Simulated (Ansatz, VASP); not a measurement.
**Se: VASP beside Ansatz**

File INCAR:

```
PREC     = Accurate       # precision mode
ENCUT    = 520            # plane-wave cutoff, eV
EDIFF    = 1E-6           # SCF threshold, eV
ISMEAR   = -1             # smearing method
SIGMA    = 0.03           # smearing width, eV
LREAL    = False          # projectors in reciprocal space
LASPH    = True           # aspherical terms in the spheres
NELM     = 100            # most SCF steps
ALGO     = Normal         # electronic algorithm
ISIF     = 2              # what is computed and relaxed
LWAVE    = False          # write WAVECAR
LCHARG   = False          # write CHGCAR
GGA      = PE             # functional
NBANDS   = 16             # bands
```

KPOINTS

```
Automatic mesh
0
Gamma
  6 6 5
```

Contents of POSCAR:

```
Se
1.0
    4.3515971644      0.0000000000      0.0000000000
   -2.1757985822      3.7685936915      0.0000000000
    0.0000000000      0.0000000000      4.9370326522
Se
3
Direct
    0.2254000000      0.0000000000      0.3333333333
    0.0000000000      0.2254000000      0.6666666667
    0.7746000000      0.7746000000      0.0000000000
```

Input for Ansatz:

```yaml
crystal:
  lattice:
    - [4.3515971644, 0.0, 0.0]
    - [-2.1757985822, 3.7685936915, 0.0]
    - [0.0, 0.0, 4.9370326522]
  atoms:
    - { symbol: Se, position: [0.2254, 0.0, 0.3333333333] }
    - { symbol: Se, position: [0.0, 0.2254, 0.6666666667] }
    - { symbol: Se, position: [0.7746, 0.7746, 0.0] }
kpoints:
  mp_grid: { grid: [6, 6, 5] }
  band_path:
    path:
      - [0.0, 0.0, 0.0]
      - [0.5, 0.0, 0.0]
      - [0.3333333333, 0.3333333333, 0.0]
      - [0.0, 0.0, 0.0]
      - [0.0, 0.0, 0.5]
      - [0.5, 0.0, 0.5]
      - [0.3333333333, 0.3333333333, 0.5]
      - [0.0, 0.0, 0.5]
      - [0.5, 0.0, 0.5]
    npoints: 5
scf:
  occupations: { method: fermi_dirac, width: 0.03 }
hamiltonian:
  xc: pbe
  pseudopotentials: { kind: all_electron, lapw: { basis_error: 0.001 } }
output:
  forces: true
  stress: true
  eigenvalues: true
```

Change from the starting cell: volume scaled by 0.99.

Alike in both runs: task single point; functional PBE; k mesh 6 × 6 × 5; occupations fermi-dirac, width 0.03 eV; no spin polarisation.

|  | VASP | Ansatz |
| --- | --- | --- |
| version | VASP 6.6.1 | Ansatz 0.2.0 |
| potentials or method | VASP PAW PBE potentials, release 64 (Se), cutoff 520 eV | all-electron LAPW, scalar-relativistic |

|  | VASP | Ansatz | Ansatz less VASP |
| --- | --- | --- | --- |
| gap on the k mesh at the Fermi level (eV) | 1.31 | 1.31 | +0.007 |
| pressure (GPa) | 3.6 | 3.4 | -0.15 |
| traceless stress, the component that is largest in VASP (GPa) | 1.45 | 1.39 | -0.058 |
| rms of the force components (eV/Å) | 0.312 | 0.288 | -0.0235 |

Atom by atom the forces differ by 0.023 eV/Å (rms over components). Ansatz ran all-electron here, and VASP with PAW potentials.
